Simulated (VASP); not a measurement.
# NaCl (Pm-3m) in VASP: further runs, part 2 of 2

VASP 6.6.1.

## (3) Electric field gradients, PBEsol (volume scaled by 0.96)

INCAR reads:

```
PREC     = Accurate       # precision mode
ENCUT    = 400            # plane-wave cutoff, eV
EDIFF    = 1E-8           # SCF threshold, eV
ISMEAR   = -1             # smearing method
SIGMA    = 0.02           # smearing width, eV
LREAL    = False          # projectors in reciprocal space
LASPH    = True           # aspherical terms in the spheres
NELM     = 120            # most SCF steps
ALGO     = Normal         # electronic algorithm
ISIF     = 2              # what is computed and relaxed
LWAVE    = False          # write WAVECAR
LCHARG   = False          # write CHGCAR
GGA      = PS             # functional
LEFG     = True         
NBANDS   = 14             # bands
GGA_COMPAT= False
```

KPOINTS reads:

```
regular mesh
0
Gamma
  8 8 8
```

POSCAR reads:

```
NaCl
1.0
    2.8213466130      0.0000000000      0.0000000000
    0.0000000000      2.8213466130      0.0000000000
    0.0000000000      0.0000000000      2.8213466130
Na Cl
1 1
Direct
    0.0000000000      0.0000000000      0.0000000000
    0.5000000000      0.5000000000      0.5000000000
```

Potentials or basis: VASP PAW PBE potentials, release 64 (Na_pv, Cl).

The run is started by

```
$ cat potpaw_PBE.64/Na_pv/POTCAR potpaw_PBE.64/Cl/POTCAR > POTCAR
$ mpirun -np 1 vasp_std > vasp.out
```

OUTCAR:

```text
PREC = Accurate
   ENCUT = 400
   EDIFF = 1E-8
   ISMEAR = -1
   LREAL = False
   LASPH = True
   NELM = 120
   ISIF = 2
   GGA = PS

 ion  position               nearest neighbor table
   1  0.000  0.000  0.000-   2 2.44   2 2.44   2 2.44   2 2.44   2 2.44   2 2.44   2 2.44   2 2.44

   2  0.500  0.500  0.500-   1 2.44   1 2.44   1 2.44   1 2.44   1 2.44   1 2.44   1 2.44   1 2.44

  LATTYP: Found a simple cubic cell.
 ALAT       =     2.8213466130

  Lattice vectors:

 A1 = (   2.8213466130,   0.0000000000,   0.0000000000)
 A2 = (   0.0000000000,   2.8213466130,   0.0000000000)
 A3 = (   0.0000000000,   0.0000000000,   2.8213466130)

Analysis of symmetry for initial positions (statically):
=====================================================================
 Subroutine PRICEL returns:
 Original cell was already a primitive cell.

 Routine SETGRP: Setting up the symmetry group for a
 simple cubic supercell.

 Subroutine GETGRP returns: Found 48 space group operations
 (whereof 48 operations were pure point group operations)
 out of a pool of 48 trial point group operations.

The static configuration has the point symmetry O_h .

Analysis of symmetry for dynamics (positions and initial velocities):
=====================================================================
 Subroutine PRICEL returns:
 Original cell was already a primitive cell.

 Routine SETGRP: Setting up the symmetry group for a
 simple cubic supercell.

 Subroutine GETGRP returns: Found 48 space group operations
 (whereof 48 operations were pure point group operations)
 out of a pool of 48 trial point group operations.

The dynamic configuration has the point symmetry O_h .

 Subroutine INISYM returns: Found 48 space group operations
 (whereof 48 operations are pure point group operations),
 and found     1 'primitive' translations

----------------------------------------------------------------------------------------

                                     Primitive cell

  volume of cell :      22.4579

  direct lattice vectors                    reciprocal lattice vectors
     2.821346613  0.000000000  0.000000000     0.354440676  0.000000000  0.000000000
     0.000000000  2.821346613  0.000000000     0.000000000  0.354440676  0.000000000
     0.000000000  0.000000000  2.821346613     0.000000000  0.000000000  0.354440676

  length of vectors
     2.821346613  2.821346613  2.821346613     0.354440676  0.354440676  0.354440676

  position of ions in fractional coordinates (direct lattice)
     0.000000000  0.000000000  0.000000000
     0.500000000  0.500000000  0.500000000

  ion indices of the primitive-cell ions
   primitive index   ion index
                 1           1
                 2           2

----------------------------------------------------------------------------------------

 KPOINTS: regular mesh

Automatic generation of k-mesh.
 Grid dimensions read from file:
 generate k-points for:    8    8    8

 Generating k-lattice:
[... 79 lines left out ...]
   IALGO  =     38    algorithm
   IMIX   =      4    mixing-type and parameters
     AMIX     =   0.40;   BMIX     =  1.00
     AMIX_MAG =   1.60;   BMIX_MAG =  1.00
  volume/ion in A,a.u.               =      11.23        75.78
  Fermi-wavevector in a.u.,A,eV,Ry     =   1.398495  2.642773 26.610133  1.955790
  Thomas-Fermi vector in A             =   2.521648
   LORBIT       =      0    0 simple, 1 ext, 2 COOP (PROOUT), +10 PAW based schemes
   GGA     = PS    functional components
   LHFCALC =     F    Hartree Fock is set to
   AEXX    =    0.0000 exact exchange contribution
   IVDW    =     0    specifies the selected vdW correction
   LEPSILON=     F    determine dielectric tensor
   LRPA    =     F    only Hartree local field effects (RPA)
 non-spin polarized calculation
  energy-cutoff  :      400.00
  volume of cell :       22.46
 maximum number of plane-waves:       437
   NGX =  9   NGY =  9   NGZ =  9

 number of electron      13.9999945 magnetization

 Free energy of the ion-electron system (eV)
  ---------------------------------------------------
  ext. energy  EPLUGINS =         0.00000000
  ---------------------------------------------------
  free energy    TOTEN  =        -4.39524009 eV

  energy without entropy =       -4.39524009  energy(sigma->0) =       -4.39524009

 E-fermi :   7.8420     XC(G=0): -11.7807

 val. band max:        7.3868443093   @ k =   0.5000   0.5000   0.0000
 cond. band min:      11.4141722663   @ k =   0.5000   0.5000   0.0000
 fundamental gap:      4.0273279570
 Fermi energy:         7.8419579497

 k-point     1 :       0.0000    0.0000    0.0000
  band No.  band energies     occupation
      1     -15.3645      2.00000
      2     -15.3645      2.00000
      3     -15.3645      2.00000
      4     -10.0032      2.00000
      5       6.0310      2.00000
      6       6.0310      2.00000
      7       6.0310      2.00000
      8      13.6372      0.00000
      9      13.6372      0.00000
     10      14.9461      0.00000
     11      25.3286      0.00000
     12      25.3286      0.00000
     13      25.3286      0.00000
     14      30.2273      0.00000
[... 377 lines left out ...]
      1     -15.6830      2.00000
      2     -15.6053      2.00000
      3     -15.3360      2.00000
      4      -7.3680      2.00000
      5       1.4857      2.00000
      6       2.3296      2.00000
      7       6.2656      2.00000
      8      12.4024      0.00000
      9      17.8796      0.00000
     10      18.4449      0.00000
     11      19.4237      0.00000
     12      24.8432      0.00000
     13      25.2961      0.00000
     14      29.2403      0.00000

 [... further k-points ...]

------------------------ aborting loop because EDIFF is reached ----------------------------------------

  FORCE on cell =-STRESS in cart. coord.  units (eV):
  Direction    XX          YY          ZZ          XY          YZ          ZX
  --------------------------------------------------------------------------------------
  -------------------------------------------------------------------------------------
  Total        9.8799759      9.8799759      9.8799759     -0.0000000      0.0000000     -0.0000000
  in kB      704.8506968    704.8506968    704.8506968     -0.0000000      0.0000000     -0.0000000
  external PRESSURE =     704.8506968 kB  Pullay stress =       0.0000000 kB

 VOLUME and BASIS-vectors are now :
 -----------------------------------------------------------------------------
  energy-cutoff  :      400.00
  volume of cell :       22.46
      direct lattice vectors                 reciprocal lattice vectors
     2.821346613  0.000000000  0.000000000     0.354440676  0.000000000  0.000000000
     0.000000000  2.821346613  0.000000000     0.000000000  0.354440676  0.000000000
     0.000000000  0.000000000  2.821346613     0.000000000  0.000000000  0.354440676

 POSITION                                       TOTAL-FORCE (eV/Angst)
 -----------------------------------------------------------------------------------
      0.00000      0.00000      0.00000         0.000000      0.000000      0.000000
      1.41067      1.41067      1.41067         0.000000      0.000000      0.000000
 -----------------------------------------------------------------------------------
    total drift:                                0.000000     -0.000000     -0.000000

  FREE ENERGIE OF THE ION-ELECTRON SYSTEM (eV)
  ---------------------------------------------------
  free  energy   TOTEN  =        -4.3952400850 eV

  energy  without entropy=       -4.3952400850  energy(sigma->0) =       -4.39524009

 Electric field gradients (V/A^2)
---------------------------------------------------------------------
 ion       V_xx      V_yy      V_zz      V_xy      V_xz      V_yz
---------------------------------------------------------------------
   1      -0.000     0.000    -0.000     0.000     0.000     0.000
   2      -0.000    -0.000    -0.000     0.000     0.000    -0.000
---------------------------------------------------------------------

 Electric field gradients after diagonalization (V/A^2)
 (convention: |V_zz| > |V_xx| > |V_yy|)
----------------------------------------------------------------------
 ion       V_xx      V_yy      V_zz     asymmetry (V_yy - V_xx)/ V_zz
----------------------------------------------------------------------
   1       0.000    -0.000    -0.000       0.203
   2      -0.000    -0.000    -0.000      -0.117
----------------------------------------------------------------------

           NMR quadrupolar parameters

 Cq : quadrupolar parameter    Cq=e*Q*V_zz/h
 eta: asymmetry parameters     (V_yy - V_xx)/ V_zz
 Q  : nuclear electric quadrupole moment in mb (millibarn)
----------------------------------------------------------------------
 ion       Cq(MHz)       eta       Q (mb)
----------------------------------------------------------------------
   1      -0.000       0.203       1.000
   2      -0.000      -0.117       1.000
----------------------------------------------------------------------
```

Wall time 5.9 s (1 thread of AMD EPYC 7R43 (Zen 3), shared host); peak memory 0.08 GiB.

What came out:

- Free energy: -4.3952 eV
- Pressure: 70.5 GPa
- Band gap on the k mesh: 4.03 eV, direct

Caveat: without QUAD_EFG the Cq values of the log hold for a quadrupole moment of 1 mb, not for the nuclei; the PAW data sets were made with another functional, which shifts forces and pressure a little.
